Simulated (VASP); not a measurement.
# Cu in VASP: further runs

Cu is run at these levels: PBEsol; tasks: electric field gradients, density of states.

Program: VASP 6.6.1. These are calculated values, not measurements. Logs are shortened: lines on timing, memory, paths and dates and some standing lists are left out, and cuts for length are marked.

**1. The cell of the first run**

It takes space group I4/mmm (No. 139, tetragonal). The conventional cell has a = 2.582 Å, b = 2.582 Å, c = 3.615 Å, α = 90.00°, β = 90.00°, γ = 90.00°. Cu (site symmetry 4/mmm) has 12 Cu at 2.57 to 2.58 Å within 3.4 Å.

**2. Electric field gradients, PBEsol (equal xx and yy strain of +1 %)**

INCAR

```
PREC     = Accurate       # precision mode
ENCUT    = 520            # plane-wave cutoff, eV
EDIFF    = 1E-8           # SCF threshold, eV
ISMEAR   = -1             # smearing method
SIGMA    = 0.08           # smearing width, eV
LREAL    = False          # projectors in reciprocal space
LASPH    = True           # aspherical terms in the spheres
NELM     = 60             # most SCF steps
ALGO     = Normal         # electronic algorithm
ISIF     = 2              # what is computed and relaxed
LWAVE    = False          # write WAVECAR
LCHARG   = False          # write CHGCAR
GGA      = PS             # functional
LEFG     = True         
NBANDS   = 12             # bands
```

KPOINTS

```
Automatic mesh
0
Gamma
  19 19 19
```

POSCAR

```
Cu
1.0
    0.0000000000      1.8255750000      1.8075000000
    1.8255750000      0.0000000000      1.8075000000
    1.8255750000      1.8255750000      0.0000000000
Cu
1
Direct
    0.0000000000      0.0000000000      0.0000000000
```

Potentials or basis: VASP PAW PBE potentials, release 64 (Cu).

Run with:

```sh
> cat potpaw_PBE.64/Cu/POTCAR > POTCAR
> mpirun -np 1 vasp_std > vasp.out
```

OUTCAR:

```text
PREC = Accurate
   ENCUT = 520
   EDIFF = 1E-8
   ISMEAR = -1
   LREAL = False
   LASPH = True
   NELM = 60
   ISIF = 2
   GGA = PS

 ion  position               nearest neighbor table
   1  0.000  0.000  0.000-

  LATTYP: Found a body centered tetragonal cell.
 ALAT       =     2.5817529241
 C/A-ratio  =     1.4002114479

  Lattice vectors:

 A1 = (   0.0000000000,  -1.8255750000,  -1.8075000000)
 A2 = (   0.0000000000,   1.8255750000,  -1.8075000000)
 A3 = (   1.8255750000,   0.0000000000,   1.8075000000)

Analysis of symmetry for initial positions (statically):
=====================================================================
 Subroutine PRICEL returns:
 Original cell was already a primitive cell.

 Routine SETGRP: Setting up the symmetry group for a
 body centered tetragonal supercell.

 Subroutine GETGRP returns: Found 16 space group operations
 (whereof 16 operations were pure point group operations)
 out of a pool of 16 trial point group operations.

The static configuration has the point symmetry D_4h.

Analysis of symmetry for dynamics (positions and initial velocities):
=====================================================================
 Subroutine PRICEL returns:
 Original cell was already a primitive cell.

 Routine SETGRP: Setting up the symmetry group for a
 body centered tetragonal supercell.

 Subroutine GETGRP returns: Found 16 space group operations
 (whereof 16 operations were pure point group operations)
 out of a pool of 16 trial point group operations.

The dynamic configuration has the point symmetry D_4h.

 Subroutine INISYM returns: Found 16 space group operations
 (whereof 16 operations are pure point group operations),
 and found     1 'primitive' translations

----------------------------------------------------------------------------------------

                                     Primitive cell

  volume of cell :      12.0478

  direct lattice vectors                    reciprocal lattice vectors
     0.000000000  1.825575000  1.807500000    -0.273886310  0.273886310  0.276625173
     1.825575000  0.000000000  1.807500000     0.273886310 -0.273886310  0.276625173
     1.825575000  1.825575000  0.000000000     0.273886310  0.273886310 -0.276625173

  length of vectors
     2.569003762  2.569003762  2.581752924     0.475971541  0.475971541  0.475971541

  position of ions in fractional coordinates (direct lattice)
     0.000000000  0.000000000  0.000000000

  ion indices of the primitive-cell ions
   primitive index   ion index
                 1           1

----------------------------------------------------------------------------------------

 KPOINTS: Automatic mesh

Automatic generation of k-mesh.
 Grid dimensions read from file:
 generate k-points for:   19   19   19

 Generating k-lattice:

  Cartesian coordinates                     Fractional coordinates (reciprocal lattice)
    -0.014415069  0.014415069  0.014559220     0.052631579  0.000000000  0.000000000
     0.014415069 -0.014415069  0.014559220     0.000000000  0.052631579  0.000000000
     0.014415069  0.014415069 -0.014559220     0.000000000  0.000000000  0.052631579

  Length of vectors
     0.025051134  0.025051134  0.025051134

  Shift w.r.t. Gamma in fractional coordinates (k-lattice)
     0.000000000  0.000000000  0.000000000

 Subroutine IBZKPT returns following result:
 ===========================================

 Found    550 irreducible k-points:

 Following reciprocal coordinates:
            Coordinates               Weight
  0.000000  0.000000  0.000000      1.000000
  0.052632 -0.000000  0.000000      8.000000
  0.105263 -0.000000  0.000000      8.000000
  0.157895 -0.000000  0.000000      8.000000
  0.210526 -0.000000  0.000000      8.000000
  0.263158 -0.000000  0.000000      8.000000
[... 16 lines left out ...]
 -0.315789  0.052632  0.000000      8.000000
 -0.263158  0.052632  0.000000      8.000000
 [... further k-points ...]
   k-points           NKPTS =    550   k-points in BZ     NKDIM =    550   number of bands    NBANDS=     12
   number of dos      NEDOS =    301   number of ions     NIONS =      1
   total plane-waves  NPLWV =   8000
   dimension x,y,z NGX =    20 NGY =   20 NGZ =   20
   dimension x,y,z NGXF=    40 NGYF=   40 NGZF=   40
   ions per type =               1
   NGX,Y,Z   is equivalent  to a cutoff of  12.94, 12.94, 12.88 a.u.
   NGXF,Y,Z  is equivalent  to a cutoff of  25.88, 25.88, 25.76 a.u.
 SYSTEM =  unknown system
   PREC   = accura    normal or accurate (medium, high low for compatibility)
   ISTART =      0    job   : 0-new  1-cont  2-samecut
   ICHARG =      2    charge: 1-file 2-atom 10-const
   ISPIN  =      1    spin polarized calculation?
   LNONCOLLINEAR =      F non collinear calculations
   LSORBIT =      F    spin-orbit coupling
   LASPH  =      T    aspherical Exc in radial PAW
   ENCUT  =  520.0 eV  38.22 Ry    6.18 a.u.   4.78  4.78  4.80*2*pi/ulx,y,z
   NELM   =     60;   NELMIN=  2; NELMDL= -5     # of ELM steps
   EDIFF  = 0.1E-07   stopping-criterion for ELM
   LREAL  =      F    real-space projection
   EDIFFG = 0.1E-06   stopping-criterion for IOM
   NSW    =      0    number of steps for IOM
   IBRION =     -1    ionic relax: 0-MD 1-quasi-New 2-CG
   NFREE  =      0    steps in history (QN), initial steepest desc. (CG)
   ISIF   =      2    stress and relaxation
   ISYM   =      2    0-nonsym 1-usesym 2-fastsym
   POTIM  = 0.5000    time-step for ionic-motion
   TEBEG  =    0.0;   TEEND  =   0.0 temperature during run
   PSTRESS=    0.0 pullay stress
   NELECT =      11.0000    total number of electrons
   NUPDOWN=      -1.0000    fix difference up-down
   EMIN   =  10.00;   EMAX   =-10.00  energy-range for DOS
   EFERMI =   0.00;   METHOD = LEGACY
   ISMEAR =    -1;   SIGMA  =   0.08  broadening in eV -4-tet -1-fermi 0-gaus
   EFERMI_NEDOS =   21; number of points for ismear=-14 and -15
   IALGO  =     38    algorithm
   IMIX   =      4    mixing-type and parameters
     AMIX     =   0.40;   BMIX     =  1.00
     AMIX_MAG =   1.60;   BMIX_MAG =  1.00
  volume/ion in A,a.u.               =      12.05        81.30
  Fermi-wavevector in a.u.,A,eV,Ry     =   1.588193  3.001249 34.318734  2.522356
  Thomas-Fermi vector in A             =   2.687234
   LORBIT       =      0    0 simple, 1 ext, 2 COOP (PROOUT), +10 PAW based schemes
   GGA     = PS    functional components
   LHFCALC =     F    Hartree Fock is set to
   AEXX    =    0.0000 exact exchange contribution
   IVDW    =     0    specifies the selected vdW correction
   LEPSILON=     F    determine dielectric tensor
   LRPA    =     F    only Hartree local field effects (RPA)
 non-spin polarized calculation
  energy-cutoff  :      520.00
  volume of cell :       12.05
 maximum number of plane-waves:       334
   NGX =  9   NGY =  9   NGZ =  9

 number of electron      10.9999996 magnetization

 Free energy of the ion-electron system (eV)
  ---------------------------------------------------
  ext. energy  EPLUGINS =         0.00000000
  ---------------------------------------------------
  free energy    TOTEN  =        -4.29187818 eV

  energy without entropy =       -4.28443913  energy(sigma->0) =       -4.28815865

 E-fermi :   7.1834     XC(G=0): -12.7927

 val. band max:        7.1806694949   @ k =  -0.1053   0.3684   0.3158
 cond. band min:       7.1835783070   @ k =  -0.3684   0.0000   0.1579
 fundamental gap:      0.0029088121
 Fermi energy:         7.1834001935

 k-point     1 :       0.0000    0.0000    0.0000
  band No.  band energies     occupation
      1      -2.0809      2.00000
      2       4.1699      2.00000
      3       4.1699      2.00000
      4       4.2170      2.00000
      5       4.9683      2.00000
      6       5.0148      2.00000
      7      29.5819      0.00000
      8      32.0302      0.00000
      9      32.0302      0.00000
     10      32.0617      0.00000
     11      34.4876      0.00000
     12      34.5120      0.00000

 k-point     2 :       0.0526   -0.0000    0.0000
  band No.  band energies     occupation
      1      -1.9813      2.00000
      2       4.1573      2.00000
      3       4.1888      2.00000
      4       4.2275      2.00000
      5       4.9613      2.00000
      6       5.0068      2.00000
      7      28.9841      0.00000
      8      30.7903      0.00000
      9      31.6906      0.00000
     10      31.7217      0.00000
     11      34.9717      0.00000
     12      34.9932      0.00000
[... 316 lines left out ...]
 k-point    24 :      -0.2632    0.0526    0.0000
  band No.  band energies     occupation
      1       0.5541      2.00000
      2       3.9241      2.00000
      3       4.3259      2.00000
      4       4.3304      2.00000
      5       5.0399      2.00000
      6       5.2837      2.00000
      7      18.0466      0.00000
      8      26.9021      0.00000
      9      29.9614      0.00000
     10      30.9497      0.00000
     11      33.1110      0.00000
     12      34.5820      0.00000

 [... further k-points ...]
[... 5 lines left out ...]
  --------------------------------------------------------------------------------------
  -------------------------------------------------------------------------------------
  Total       -0.6405369     -0.6405369     -0.6127300      0.0000000     -0.0000000     -0.0000000
  in kB      -85.1818478    -85.1818478    -81.4839498      0.0000000     -0.0000000     -0.0000000
  external PRESSURE =     -83.9492151 kB  Pullay stress =       0.0000000 kB

 VOLUME and BASIS-vectors are now :
 -----------------------------------------------------------------------------
  energy-cutoff  :      520.00
  volume of cell :       12.05
      direct lattice vectors                 reciprocal lattice vectors
     0.000000000  1.825575000  1.807500000    -0.273886310  0.273886310  0.276625173
     1.825575000  0.000000000  1.807500000     0.273886310 -0.273886310  0.276625173
     1.825575000  1.825575000  0.000000000     0.273886310  0.273886310 -0.276625173

 POSITION                                       TOTAL-FORCE (eV/Angst)
 -----------------------------------------------------------------------------------
      0.00000      0.00000      0.00000         0.000000      0.000000      0.000000
 -----------------------------------------------------------------------------------
    total drift:                               -0.000000     -0.000000     -0.000000

  FREE ENERGIE OF THE ION-ELECTRON SYSTEM (eV)
  ---------------------------------------------------
  free  energy   TOTEN  =        -4.2918781769 eV

  energy  without entropy=       -4.2844391255  energy(sigma->0) =       -4.28815865

 Electric field gradients (V/A^2)
---------------------------------------------------------------------
 ion       V_xx      V_yy      V_zz      V_xy      V_xz      V_yz
---------------------------------------------------------------------
   1      -0.013    -0.013     0.026     0.001     0.003     0.003
---------------------------------------------------------------------

 Electric field gradients after diagonalization (V/A^2)
 (convention: |V_zz| > |V_xx| > |V_yy|)
----------------------------------------------------------------------
 ion       V_xx      V_yy      V_zz     asymmetry (V_yy - V_xx)/ V_zz
----------------------------------------------------------------------
   1      -0.014    -0.012     0.026       0.094
----------------------------------------------------------------------

           NMR quadrupolar parameters

 Cq : quadrupolar parameter    Cq=e*Q*V_zz/h
 eta: asymmetry parameters     (V_yy - V_xx)/ V_zz
 Q  : nuclear electric quadrupole moment in mb (millibarn)
----------------------------------------------------------------------
 ion       Cq(MHz)       eta       Q (mb)
----------------------------------------------------------------------
   1       0.000       0.094       1.000
----------------------------------------------------------------------
```

Run time: 100 s. Hardware: 1 thread of AMD EPYC 7R43 (Zen 3), shared host; peak memory 0.15 GiB.

What came out:

| Quantity | Value |
| --- | --- |
| Free energy | -4.2919 eV |
| Pressure | -8.4 GPa |

Caveat: the cell differs from its parent crystal (equal xx and yy strain of +1 %); without QUAD_EFG the Cq values of the log hold for a quadrupole moment of 1 mb, not for the nuclei; the PAW data sets were made with another functional, which shifts forces and pressure a little.

**3. Electric field gradients, PBEsol (volume scaled by 1.04)**

INCAR

```
  ALGO = Normal
  EDIFF = 1E-8
  ENCUT = 520
  GGA = PS
  ISIF = 2
  ISMEAR = -1
  LASPH = True
  LCHARG = False
  LEFG = True
  LREAL = False
  LWAVE = False
  NBANDS = 12
  NELM = 60
  PREC = Accurate
  SIGMA = 0.08
```

KPOINTS

```
k-points
0
Gamma
  19 19 19
```

POSCAR

```
Cu
1.0
    0.0000000000      1.8312856224      1.8312856224
    1.8312856224      0.0000000000      1.8312856224
    1.8312856224      1.8312856224      0.0000000000
Cu
1
Direct
    0.0000000000      0.0000000000      0.0000000000
```

Potentials or basis: VASP PAW PBE potentials, release 64 (Cu).

Run with:

```sh
> cat potpaw_PBE.64/Cu/POTCAR > POTCAR
> mpirun -np 1 vasp_std > vasp.out
```

OUTCAR:

```text
EDIFF = 1E-8
   ENCUT = 520
   GGA = PS
   ISIF = 2
   ISMEAR = -1
   LASPH = True
   LREAL = False
   NELM = 60
   PREC = Accurate

 ion  position               nearest neighbor table
   1  0.000  0.000  0.000-

  LATTYP: Found a face centered cubic cell.
 ALAT       =     3.6625712448

  Lattice vectors:

 A1 = (   0.0000000000,   1.8312856224,   1.8312856224)
 A2 = (   1.8312856224,   0.0000000000,   1.8312856224)
 A3 = (   1.8312856224,   1.8312856224,   0.0000000000)

Analysis of symmetry for initial positions (statically):
=====================================================================
 Subroutine PRICEL returns:
 Original cell was already a primitive cell.

 Routine SETGRP: Setting up the symmetry group for a
 face centered cubic supercell.

[... 539 lines left out ...]
  in kB     -106.1416964   -106.1416964   -106.1416964     -0.0000000     -0.0000000     -0.0000000
  external PRESSURE =    -106.1416964 kB  Pullay stress =       0.0000000 kB

 VOLUME and BASIS-vectors are now :
 -----------------------------------------------------------------------------
  energy-cutoff  :      520.00
  volume of cell :       12.28
      direct lattice vectors                 reciprocal lattice vectors
     0.000000000  1.831285622  1.831285622    -0.273032232  0.273032232  0.273032232
     1.831285622  0.000000000  1.831285622     0.273032232 -0.273032232  0.273032232
     1.831285622  1.831285622  0.000000000     0.273032232  0.273032232 -0.273032232

 POSITION                                       TOTAL-FORCE (eV/Angst)
 -----------------------------------------------------------------------------------
      0.00000      0.00000      0.00000        -0.000000      0.000000      0.000000
 -----------------------------------------------------------------------------------
    total drift:                                0.000000     -0.000000      0.000000

  FREE ENERGIE OF THE ION-ELECTRON SYSTEM (eV)
  ---------------------------------------------------
  free  energy   TOTEN  =        -4.2781515699 eV

  energy  without entropy=       -4.2704937480  energy(sigma->0) =       -4.27432266

 Electric field gradients (V/A^2)
---------------------------------------------------------------------
 ion       V_xx      V_yy      V_zz      V_xy      V_xz      V_yz
---------------------------------------------------------------------
   1      -0.000    -0.000    -0.000     0.002     0.002     0.002
---------------------------------------------------------------------

 Electric field gradients after diagonalization (V/A^2)
 (convention: |V_zz| > |V_xx| > |V_yy|)
----------------------------------------------------------------------
 ion       V_xx      V_yy      V_zz     asymmetry (V_yy - V_xx)/ V_zz
----------------------------------------------------------------------
   1      -0.002    -0.002     0.004       0.000
----------------------------------------------------------------------

           NMR quadrupolar parameters

 Cq : quadrupolar parameter    Cq=e*Q*V_zz/h
 eta: asymmetry parameters     (V_yy - V_xx)/ V_zz
 Q  : nuclear electric quadrupole moment in mb (millibarn)
----------------------------------------------------------------------
 ion       Cq(MHz)       eta       Q (mb)
----------------------------------------------------------------------
   1       0.000       0.000       1.000
----------------------------------------------------------------------
```

OSZICAR:

```text
N       E                     dE             d eps       ncg     rms          rms(c)
DAV:   1     0.407964785673E+02    0.40796E+02   -0.54062E+03  5860   0.151E+03
DAV:   2    -0.405907545298E+01   -0.44856E+02   -0.41282E+02  5420   0.198E+02
DAV:   3    -0.533705263611E+01   -0.12780E+01   -0.12698E+01  6160   0.387E+01
DAV:   4    -0.534511478854E+01   -0.80622E-02   -0.80608E-02  6080   0.272E+00
DAV:   5    -0.534518812082E+01   -0.73332E-04   -0.73331E-04  6296   0.266E-01    0.834E+00
DAV:   6    -0.478824221661E+01    0.55695E+00   -0.18418E+01  6308   0.803E+01    0.467E+00
DAV:   7    -0.429032582361E+01    0.49792E+00   -0.29748E+00  6320   0.323E+01    0.506E-01
DAV:   8    -0.428049997545E+01    0.98258E-02   -0.79497E-03  6516   0.168E+00    0.364E-01
DAV:   9    -0.427814723624E+01    0.23527E-02   -0.13966E-02  6424   0.200E+00    0.275E-02
DAV:  10    -0.427815013031E+01   -0.28941E-05   -0.51288E-05  7768   0.121E-01    0.609E-03
DAV:  11    -0.427815157770E+01   -0.14474E-05   -0.49334E-07  6464   0.103E-02    0.682E-04
DAV:  12    -0.427815154551E+01    0.32191E-07   -0.34130E-08  4476   0.314E-03    0.797E-05
DAV:  13    -0.427815156832E+01   -0.22808E-07   -0.15557E-09  3756   0.513E-04    0.151E-05
DAV:  14    -0.427815156994E+01   -0.16198E-08   -0.22870E-10  3224   0.217E-04
   1 F= -.42781516E+01 E0= -.42743227E+01  d E =-.765782E-02
```

Run time: 18 s. Hardware: 1 thread of Intel Xeon Platinum 8488C (Sapphire Rapids), shared host; peak memory 0.14 GiB.

Results:

```yaml
Free_energy: -4.2782 eV
Pressure: -10.6 GPa
```

Levels at points of the mesh, in eV from the Fermi level:
```tsv
k point	band 3	band 4	band 5	band 6	band 7	band 8	band 9	band 10
(0.00, 0.00, 0.00)	-2.94	-2.94	-2.16	-2.16	22.24	24.56	24.56	24.56
```

Caveat: without QUAD_EFG the Cq values of the log hold for a quadrupole moment of 1 mb, not for the nuclei; the PAW data sets were made with another functional, which shifts forces and pressure a little.

(Continued in part 2 of 2.)
